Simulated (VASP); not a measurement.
# V (Im-3m) in VASP: further runs

V is run at these levels: r2SCAN; tasks: single point.

All numbers are computed with VASP 6.6.1; they aren't measurements. Logs are shortened: lines on timing, memory, paths and dates and some standing lists are left out, and cuts for length are marked.

## 1. The cell of the first run

Symmetry: Im-3m, No. 229, cubic system. The conventional cell has a = 3.028 Å, b = 3.028 Å, c = 3.028 Å, α = 90.00°, β = 90.00°, γ = 90.00°. Within 3.5 Å of V (site symmetry m-3m) lie 14 V at 2.62 to 3.03 Å.

## 2. Single point, r2SCAN, collinear spin, zero start

Contents of POSCAR:

```
V
1.0
   -1.5139000000      1.5139000000      1.5139000000
    1.5139000000     -1.5139000000      1.5139000000
    1.5139000000      1.5139000000     -1.5139000000
V
1
Direct
    0.0000000000      0.0000000000      0.0000000000
```

Contents of INCAR.step1:

```
  ALGO = Normal
  EDIFF = 1E-4
  ENCUT = 520
  GGA = PE
  ISMEAR = -1
  ISPIN = 2
  LASPH = True
  LCHARG = False
  LMAXMIX = 4
  LREAL = False
  LWAVE = True
  MAGMOM = 0
  NBANDS = 16
  NELM = 150
  NUPDOWN = 0.0
  PREC = Accurate
  SIGMA = 0.1
```

Contents of INCAR.step2:

```
  ALGO = Normal
  EDIFF = 1E-6
  ENCUT = 520
  ISIF = 2
  ISMEAR = -1
  ISPIN = 2
  ISTART = 1
  LASPH = True
  LCHARG = False
  LMAXMIX = 4
  LMIXTAU = True
  LORBIT = 11
  LREAL = False
  LWAVE = False
  MAGMOM = 0
  METAGGA = R2SCAN
  NBANDS = 16
  NELM = 150
  NUPDOWN = 0.0
  PREC = Accurate
  SIGMA = 0.1
```

Contents of KPOINTS:

```
k-points
0
Gamma
  13 13 13
```

Potentials or basis: VASP PAW PBE potentials, release 64 (V_sv).

On the command line:

```console
$ cat potpaw_PBE.64/V_sv/POTCAR > POTCAR
$ cp INCAR.step1 INCAR
$ mpirun -np 1 vasp_std > vasp.out
$ cp INCAR.step2 INCAR
$ mpirun -np 1 vasp_std > vasp.out
```

OUTCAR:

```text
EDIFF = 1E-6
   ENCUT = 520
   ISIF = 2
   ISMEAR = -1
   ISPIN = 2
   ISTART = 1
   LASPH = True
   LORBIT = 11
   LREAL = False
   METAGGA = R2SCAN
   NELM = 150
   NUPDOWN = 0.0
   PREC = Accurate

 ion  position               nearest neighbor table
   1  0.000  0.000  0.000-

  LATTYP: Found a body centered cubic cell.
 ALAT       =     3.0278000000

  Lattice vectors:

 A1 = (  -1.5139000000,   1.5139000000,   1.5139000000)
 A2 = (   1.5139000000,  -1.5139000000,   1.5139000000)
 A3 = (   1.5139000000,   1.5139000000,  -1.5139000000)

Analysis of symmetry for initial positions (statically):
=====================================================================
 Subroutine PRICEL returns:
 Original cell was already a primitive cell.

 Routine SETGRP: Setting up the symmetry group for a
 body centered cubic supercell.

 Subroutine GETGRP returns: Found 48 space group operations
 (whereof 48 operations were pure point group operations)
 out of a pool of 48 trial point group operations.

The static configuration has the point symmetry O_h .

Analysis of symmetry for dynamics (positions and initial velocities):
=====================================================================
 Subroutine PRICEL returns:
 Original cell was already a primitive cell.

 Routine SETGRP: Setting up the symmetry group for a
 body centered cubic supercell.

 Subroutine GETGRP returns: Found 48 space group operations
 (whereof 48 operations were pure point group operations)
 out of a pool of 48 trial point group operations.

The dynamic configuration has the point symmetry O_h .

Analysis of structural, dynamic, and magnetic symmetry:
=====================================================================
 Subroutine PRICEL returns:
 Original cell was already a primitive cell.

 Routine SETGRP: Setting up the symmetry group for a
 body centered cubic supercell.

 Subroutine GETGRP returns: Found 48 space group operations
 (whereof 48 operations were pure point group operations)
 out of a pool of 48 trial point group operations.

The overall configuration has the point symmetry O_h .

 Subroutine INISYM returns: Found 48 space group operations
 (whereof 48 operations are pure point group operations),
 and found     1 'primitive' translations

----------------------------------------------------------------------------------------

                                     Primitive cell

  volume of cell :      13.8788

  direct lattice vectors                    reciprocal lattice vectors
    -1.513900000  1.513900000  1.513900000     0.000000000  0.330272805  0.330272805
     1.513900000 -1.513900000  1.513900000     0.330272805  0.000000000  0.330272805
     1.513900000  1.513900000 -1.513900000     0.330272805  0.330272805  0.000000000

  length of vectors
     2.622151718  2.622151718  2.622151718     0.467076281  0.467076281  0.467076281

  position of ions in fractional coordinates (direct lattice)
     0.000000000  0.000000000  0.000000000

  ion indices of the primitive-cell ions
   primitive index   ion index
                 1           1

----------------------------------------------------------------------------------------

 KPOINTS: k-points

Automatic generation of k-mesh.
 Grid dimensions read from file:
 generate k-points for:   13   13   13

 Generating k-lattice:

  Cartesian coordinates                     Fractional coordinates (reciprocal lattice)
     0.000000000  0.025405600  0.025405600     0.076923077  0.000000000  0.000000000
     0.025405600  0.000000000  0.025405600     0.000000000  0.076923077  0.000000000
     0.025405600  0.025405600  0.000000000     0.000000000  0.000000000  0.076923077

  Length of vectors
     0.035928945  0.035928945  0.035928945

  Shift w.r.t. Gamma in fractional coordinates (k-lattice)
     0.000000000  0.000000000  0.000000000

 Subroutine IBZKPT returns following result:
 ===========================================

 Found     84 irreducible k-points:

 Following reciprocal coordinates:
            Coordinates               Weight
  0.000000  0.000000  0.000000      1.000000
  0.076923  0.000000  0.000000     12.000000
  0.153846  0.000000  0.000000     12.000000
  0.230769  0.000000  0.000000     12.000000
  0.307692  0.000000  0.000000     12.000000
  0.384615  0.000000  0.000000     12.000000
[... 16 lines left out ...]
  0.153846  0.076923  0.076923     24.000000
  0.230769  0.076923  0.076923     24.000000
 [... further k-points ...]
   k-points           NKPTS =     84   k-points in BZ     NKDIM =     84   number of bands    NBANDS=     16
   number of dos      NEDOS =    301   number of ions     NIONS =      1
   total plane-waves  NPLWV =   8000
   dimension x,y,z NGX =    20 NGY =   20 NGZ =   20
   dimension x,y,z NGXF=    40 NGYF=   40 NGZF=   40
   ions per type =               1
   NGX,Y,Z   is equivalent  to a cutoff of  12.68, 12.68, 12.68 a.u.
   NGXF,Y,Z  is equivalent  to a cutoff of  25.36, 25.36, 25.36 a.u.
 SYSTEM =  unknown system
   PREC   = accura    normal or accurate (medium, high low for compatibility)
   ISTART =      1    job   : 0-new  1-cont  2-samecut
   ICHARG =      0    charge: 1-file 2-atom 10-const
   ISPIN  =      2    spin polarized calculation?
   LNONCOLLINEAR =      F non collinear calculations
   LSORBIT =      F    spin-orbit coupling
   LASPH  =      T    aspherical Exc in radial PAW
   ENCUT  =  520.0 eV  38.22 Ry    6.18 a.u.   4.88  4.88  4.88*2*pi/ulx,y,z
   NELM   =    150;   NELMIN=  2; NELMDL=  0     # of ELM steps
   EDIFF  = 0.1E-05   stopping-criterion for ELM
   LREAL  =      F    real-space projection
   EDIFFG = 0.1E-04   stopping-criterion for IOM
   NSW    =      0    number of steps for IOM
   IBRION =     -1    ionic relax: 0-MD 1-quasi-New 2-CG
   NFREE  =      0    steps in history (QN), initial steepest desc. (CG)
   ISIF   =      2    stress and relaxation
   ISYM   =      2    0-nonsym 1-usesym 2-fastsym
   POTIM  = 0.5000    time-step for ionic-motion
   TEBEG  =    0.0;   TEEND  =   0.0 temperature during run
   PSTRESS=    0.0 pullay stress
   NELECT =      13.0000    total number of electrons
   NUPDOWN=       0.0000    fix difference up-down
   EMIN   =  10.00;   EMAX   =-10.00  energy-range for DOS
   EFERMI =   0.00;   METHOD = LEGACY
   ISMEAR =    -1;   SIGMA  =   0.10  broadening in eV -4-tet -1-fermi 0-gaus
   EFERMI_NEDOS =   21; number of points for ismear=-14 and -15
   IALGO  =     38    algorithm
   IMIX   =      4    mixing-type and parameters
     AMIX     =   0.40;   BMIX     =  1.00
     AMIX_MAG =   1.60;   BMIX_MAG =  1.00
  volume/ion in A,a.u.               =      13.88        93.66
  Fermi-wavevector in a.u.,A,eV,Ry     =   1.601789  3.026943 34.908868  2.565729
  Thomas-Fermi vector in A             =   2.698712
   LORBIT       =     11    0 simple, 1 ext, 2 COOP (PROOUT), +10 PAW based schemes
   METAGGA = R2SCAN    functional components
   LHFCALC =     F    Hartree Fock is set to
   AEXX    =    0.0000 exact exchange contribution
   IVDW    =     0    specifies the selected vdW correction
   LEPSILON=     F    determine dielectric tensor
   LRPA    =     F    only Hartree local field effects (RPA)
 spin polarized calculation
  energy-cutoff  :      520.00
  volume of cell :       13.88
 maximum number of plane-waves:       386
   NGX =  9   NGY =  9   NGZ =  9

 number of electron      12.9999996 magnetization       0.0000000

 number of electron      12.9999996 magnetization      -0.0000000

 Free energy of the ion-electron system (eV)
  ---------------------------------------------------
  ext. energy  EPLUGINS =         0.00000000
  ---------------------------------------------------
  free energy    TOTEN  =       -14.14404557 eV

  energy without entropy =      -14.08732704  energy(sigma->0) =      -14.11568630

 E-fermi :   9.3031     XC(G=0): -13.8857

 val. band max:        9.2808960187   @ k =  -0.3846   0.4615   0.1538
 cond. band min:       9.3095353461   @ k =   0.3846   0.1538   0.0769
 fundamental gap:      0.0286393274
 Fermi energy:         9.3030833992

 spin component 1

 k-point     1 :       0.0000    0.0000    0.0000
  band No.  band energies     occupation
      1     -57.0652      1.00000
      2     -29.2628      1.00000
      3     -29.2628      1.00000
      4     -29.2628      1.00000
      5       2.2990      1.00000
      6       9.7669      0.00958
[... 8 lines left out ...]
     15      37.4900      0.00000
     16      41.6486      0.00000

 k-point     2 :       0.0769    0.0000    0.0000
  band No.  band energies     occupation
      1     -57.0548      1.00000
      2     -29.3137      1.00000
      3     -29.2783      1.00000
      4     -29.2631      1.00000
      5       2.5421      1.00000
      6       9.6647      0.02618
[... 8 lines left out ...]
     15      37.9613      0.00000
     16      39.5843      0.00000
[... 387 lines left out ...]
      5       4.6591      1.00000
      6       8.8690      0.98715
[... 8 lines left out ...]
     15      38.7216      0.00000
     16      39.8738      0.00000

 k-point    24 :       0.2308    0.0769    0.0769
  band No.  band energies     occupation
      1     -56.9323      1.00000
      2     -29.8676      1.00000
      3     -29.4427      1.00000
      4     -29.3086      1.00000
      5       5.7039      1.00000
      6       8.5207      0.99960
[... 8 lines left out ...]
     15      39.1308      0.00000
     16      39.7402      0.00000

 [... further k-points ...]

 spin component 2

 k-point     1 :       0.0000    0.0000    0.0000
  band No.  band energies     occupation
      1     -57.0652      1.00000
      2     -29.2628      1.00000
      3     -29.2628      1.00000
      4     -29.2628      1.00000
      5       2.2990      1.00000
      6       9.7669      0.00958
[... 8 lines left out ...]
     15      37.4900      0.00000
     16      41.6489      0.00000

 k-point     2 :       0.0769    0.0000    0.0000
  band No.  band energies     occupation
      1     -57.0548      1.00000
      2     -29.3137      1.00000
      3     -29.2783      1.00000
      4     -29.2631      1.00000
      5       2.5421      1.00000
      6       9.6647      0.02618
[... 8 lines left out ...]
     15      37.9613      0.00000
     16      39.5843      0.00000
[... 387 lines left out ...]
      5       4.6591      1.00000
      6       8.8690      0.98715
[... 8 lines left out ...]
     15      38.7216      0.00000
     16      39.8738      0.00000

 k-point    24 :       0.2308    0.0769    0.0769
  band No.  band energies     occupation
      1     -56.9323      1.00000
      2     -29.8676      1.00000
      3     -29.4427      1.00000
      4     -29.3086      1.00000
      5       5.7039      1.00000
      6       8.5207      0.99960
[... 8 lines left out ...]
     15      39.1308      0.00000
     16      39.7402      0.00000

 [... further k-points ...]
[... 5 lines left out ...]
  --------------------------------------------------------------------------------------
  -------------------------------------------------------------------------------------
  Total       -0.6165233     -0.6165233     -0.6165233     -0.0000000      0.0000000      0.0000000
  in kB      -71.1718911    -71.1718911    -71.1718911     -0.0000000      0.0000000      0.0000000
  external PRESSURE =     -71.1718911 kB  Pullay stress =       0.0000000 kB

 VOLUME and BASIS-vectors are now :
 -----------------------------------------------------------------------------
  energy-cutoff  :      520.00
  volume of cell :       13.88
      direct lattice vectors                 reciprocal lattice vectors
    -1.513900000  1.513900000  1.513900000     0.000000000  0.330272805  0.330272805
     1.513900000 -1.513900000  1.513900000     0.330272805  0.000000000  0.330272805
     1.513900000  1.513900000 -1.513900000     0.330272805  0.330272805  0.000000000

 POSITION                                       TOTAL-FORCE (eV/Angst)
 -----------------------------------------------------------------------------------
      0.00000      0.00000      0.00000        -0.000000      0.000000     -0.000000
 -----------------------------------------------------------------------------------
    total drift:                                0.000000     -0.000000      0.000000

  FREE ENERGIE OF THE ION-ELECTRON SYSTEM (eV)
  ---------------------------------------------------
  free  energy   TOTEN  =       -14.1440455661 eV

  energy  without entropy=      -14.0873270428  energy(sigma->0) =      -14.11568630

 total charge

# of ion       s       p       d       tot
------------------------------------------
    1        2.330   6.227   3.012  11.569

 magnetization (x)

# of ion       s       p       d       tot
------------------------------------------
    1        0.000  -0.000   0.000   0.000
```

It took 2.1 min on 1 thread of Intel Xeon Platinum 8375C at 2.90GHz (Ice Lake), shared host; peak memory 0.15 GiB.

Results:

| Item | Value |
| --- | --- |
| Free energy | -14.1440 eV |
| Pressure | -7.1 GPa |
| Net moment | 0.00 μB per cell |
| Valence electrons inside the program's atomic spheres | V 11.57 |

Caveat: the PAW data sets were made with another functional, which shifts forces and pressure a little; the total moment is fixed, so each spin has its own Fermi level.

## 3. Single point, r2SCAN, collinear spin, ferromagnetic start

POSCAR is that of step 2.

Contents of INCAR.step1:

```
SYSTEM = V
  ALGO = Normal
  EDIFF = 1E-4
  ENCUT = 520
  GGA = PE
  ISMEAR = -1
  ISPIN = 2
  LASPH = .TRUE.
  LCHARG = .FALSE.
  LMAXMIX = 4
  LREAL = .FALSE.
  LWAVE = .TRUE.
  MAGMOM = 2
  NBANDS = 16
  NELM = 150
  PREC = Accurate
  SIGMA = 0.1
```

Contents of INCAR.step2:

```
SYSTEM = V
  ALGO = Normal
  EDIFF = 1E-6
  ENCUT = 520
  ISIF = 2
  ISMEAR = -1
  ISPIN = 2
  ISTART = 1
  LASPH = .TRUE.
  LCHARG = .FALSE.
  LMAXMIX = 4
  LMIXTAU = .TRUE.
  LORBIT = 11
  LREAL = .FALSE.
  LWAVE = .FALSE.
  MAGMOM = 2
  METAGGA = R2SCAN
  NBANDS = 16
  NELM = 150
  PREC = Accurate
  SIGMA = 0.1
```

Contents of KPOINTS:

```
k-points
0
G
  13 13 13
  0 0 0
```

Potentials or basis: VASP PAW PBE potentials, release 64 (V_sv).

On the command line:

```console
$ cat potpaw_PBE.64/V_sv/POTCAR > POTCAR
$ cp INCAR.step1 INCAR
$ mpirun -np 1 vasp_std > vasp.out
$ cp INCAR.step2 INCAR
$ mpirun -np 1 vasp_std > vasp.out
```

Wall time 1.9 min (1 thread of Intel Xeon Platinum 8375C at 2.90GHz (Ice Lake), shared host); peak memory 0.15 GiB.

It converged, with:

| Property | Result |
| --- | --- |
| Free energy | -14.1440 eV |
| Pressure | -7.1 GPa |
| Net moment | 0.00 μB per cell |
| Valence electrons inside the program's atomic spheres | V 11.57 |

Levels at points of the mesh, in eV from the Fermi level:
Spin up:
```csv
k point,band 4,band 5,band 6,band 7,band 8,band 9
"(0.00, 0.00, 0.00)",-38.57,-7.00,0.46,0.46,0.46,2.57
```
Spin down:
```
           k point  band 3  band 4  band 5  band 6  band 7  band 8  band 9  band 10
(0.00, 0.00, 0.00)  -38.56  -38.56   -7.00    0.47    0.47    0.47    2.58     2.58
```

Caveat: the PAW data sets were made with another functional, which shifts forces and pressure a little.

## 4. Single point, r2SCAN, collinear spin, ferromagnetic start

POSCAR is that of step 3.

Contents of INCAR.step1:

```
PREC = Accurate
ENCUT = 520
ISMEAR = -1
SIGMA = 0.1
LREAL = False
LASPH = True
NELM = 150
ISPIN = 2
MAGMOM = 0.3
NUPDOWN = 0.3
LMAXMIX = 4
NBANDS = 16
GGA = PE
ALGO = Normal
EDIFF = 1E-4
LWAVE = True
LCHARG = False
```

Contents of INCAR.step2:

```
PREC = Accurate
ENCUT = 520
EDIFF = 1E-7
ISMEAR = -1
SIGMA = 0.1
LREAL = False
LASPH = True
NELM = 150
ALGO = Normal
ISIF = 2
LWAVE = False
LCHARG = True
ISPIN = 2
MAGMOM = 0.3
LORBIT = 11
NUPDOWN = 0.3
LMAXMIX = 4
METAGGA = R2SCAN
LMIXTAU = True
LELF = True
LVHAR = True
NBANDS = 16
ISTART = 1
```

Contents of KPOINTS:

```
Automatic mesh
0
Gamma
  13 13 13
```

Potentials or basis: VASP PAW PBE potentials, release 64 (V_sv).

On the command line:

```console
$ cat potpaw_PBE.64/V_sv/POTCAR > POTCAR
$ cp INCAR.step1 INCAR
$ mpirun -np 1 vasp_std > vasp.out
$ cp INCAR.step2 INCAR
$ mpirun -np 1 vasp_std > vasp.out
```

OUTCAR:

```text
PREC = Accurate
   ENCUT = 520
   EDIFF = 1E-7
   ISMEAR = -1
   LREAL = False
   LASPH = True
   NELM = 150
   ISIF = 2
   ISPIN = 2
   LORBIT = 11
   NUPDOWN = 0.3
   METAGGA = R2SCAN
   ISTART = 1

 ion  position               nearest neighbor table
   1  0.000  0.000  0.000-

  LATTYP: Found a body centered cubic cell.
 ALAT       =     3.0278000000

  Lattice vectors:

[... 1112 lines left out ...]
     16      39.8325      0.00000

 [... further k-points ...]
[... 5 lines left out ...]
  --------------------------------------------------------------------------------------
  -------------------------------------------------------------------------------------
  Total       -0.5828742     -0.5828742     -0.5828742      0.0000000      0.0000000     -0.0000000
  in kB      -67.2874154    -67.2874154    -67.2874154      0.0000000      0.0000000     -0.0000000
  external PRESSURE =     -67.2874154 kB  Pullay stress =       0.0000000 kB

 VOLUME and BASIS-vectors are now :
 -----------------------------------------------------------------------------
  energy-cutoff  :      520.00
  volume of cell :       13.88
      direct lattice vectors                 reciprocal lattice vectors
    -1.513900000  1.513900000  1.513900000     0.000000000  0.330272805  0.330272805
     1.513900000 -1.513900000  1.513900000     0.330272805  0.000000000  0.330272805
     1.513900000  1.513900000 -1.513900000     0.330272805  0.330272805  0.000000000

 POSITION                                       TOTAL-FORCE (eV/Angst)
 -----------------------------------------------------------------------------------
      0.00000      0.00000      0.00000        -0.000000     -0.000000     -0.000000
 -----------------------------------------------------------------------------------
    total drift:                                0.000000     -0.000000      0.000000

  FREE ENERGIE OF THE ION-ELECTRON SYSTEM (eV)
  ---------------------------------------------------
  free  energy   TOTEN  =       -14.1430631017 eV

  energy  without entropy=      -14.0894636810  energy(sigma->0) =      -14.11626339

 total charge

# of ion       s       p       d       tot
------------------------------------------
    1        2.330   6.227   3.013  11.569

 magnetization (x)

# of ion       s       p       d       tot
------------------------------------------
    1        0.003   0.015   0.238   0.257
```

OUTCAR.step1:

```text
PREC = Accurate
   ENCUT = 520
   ISMEAR = -1
   LREAL = False
   LASPH = True
   NELM = 150
[... 1148 lines left out ...]
 POSITION                                       TOTAL-FORCE (eV/Angst)
 -----------------------------------------------------------------------------------
      0.00000      0.00000      0.00000        -0.000000      0.000000     -0.000000
 -----------------------------------------------------------------------------------
    total drift:                                0.000000     -0.000000      0.000000

  FREE ENERGIE OF THE ION-ELECTRON SYSTEM (eV)
  ---------------------------------------------------
  free  energy   TOTEN  =        -9.0084423949 eV

  energy  without entropy=       -8.9522769885  energy(sigma->0) =       -8.98035969
```

It took 2 min on 1 thread of Intel Xeon Platinum 8375C at 2.90GHz (Ice Lake), shared host; peak memory 0.15 GiB.

Results:

| Item | Value |
| --- | --- |
| Free energy | -14.1431 eV |
| Pressure | -6.7 GPa |
| Net moment | 0.30 μB per cell |
| Site moments | V +0.26 μB |
| Valence electrons inside the program's atomic spheres | V 11.57 |

Caveat: the PAW data sets were made with another functional, which shifts forces and pressure a little; the total moment is fixed, so each spin has its own Fermi level.

(Continued in part 2 of 2.)
